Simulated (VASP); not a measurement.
The system is Mg2Si3N3.

```
CELL_PARAMETERS angstrom
6.15000 0.00000 0.00000
-3.07500 5.32606 0.00000
0.00000 0.00000 3.20000
ATOMIC_POSITIONS crystal
Mg 0.66667 0.33333 0.00000
Mg 0.33333 0.66667 0.00000
Si 0.00000 0.24000 0.00000
Si 0.76000 0.76000 0.00000
Si 0.24000 0.00000 0.00000
N 0.00000 0.40000 0.50000
N 0.60000 0.60000 0.50000
N 0.40000 0.00000 0.50000
```

```yaml
Program: VASP 6.6.1
Task: relaxation of cell and atoms
Functional: PBE
Potentials_or_basis: VASP PAW PBE potentials, release 64 (Mg, Si, N)
Cutoff: 600 eV
k_mesh: 3 × 3 × 5
Occupations: gaussian, width 0.2 eV
Spin: no spin polarisation
```

At the start: pressure -0.3 GPa; volume 13.10 Å³/atom.

**Question.** Where does the relaxation end?

**Answer.** Over 9 steps the energy falls by 514.8 meV/atom and the volume is 12.46 Å³/atom (-4.9 %); space group P-62m (No. 189, to 0.05 Å).

The path:
```tsv
step	energy change (eV)	largest force (eV/Å)	pressure (GPa)	volume (Å³)
1	0.0000	2.8020	-0.25	104.82
2	-3.6355	3.0197	-3.79	103.23
3	-3.7686	2.5668	-1.58	102.56
4	-3.1277	5.8742	0.47	100.53
5	-4.0250	0.4205	-2.41	101.80
6	-4.1062	0.1821	0.51	99.16
7	-4.1173	0.1272	-0.33	99.84
8	-4.1166	0.1970	0.36	99.50
9	-4.1181	0.0062	-0.04	99.70
```

Final structure:
```
CELL_PARAMETERS angstrom
6.48320 0.00000 0.00000
-3.24160 5.61462 0.00000
0.00000 0.00000 2.73891
ATOMIC_POSITIONS crystal
Mg 0.66667 0.33333 0.00000
Mg 0.33333 0.66667 0.00000
Si 0.00000 0.20431 0.00000
Si 0.79569 0.79569 0.00000
Si 0.20431 0.00000 0.00000
N 0.00000 0.38800 0.50000
N 0.61200 0.61200 0.50000
N 0.38800 0.00000 0.50000
```

Caveat: the k points lie up to 0.46 Å⁻¹ apart in the final cell; the relaxation stopped at a loose force limit of 0.08 eV/Å, so its end isn't a converged minimum.
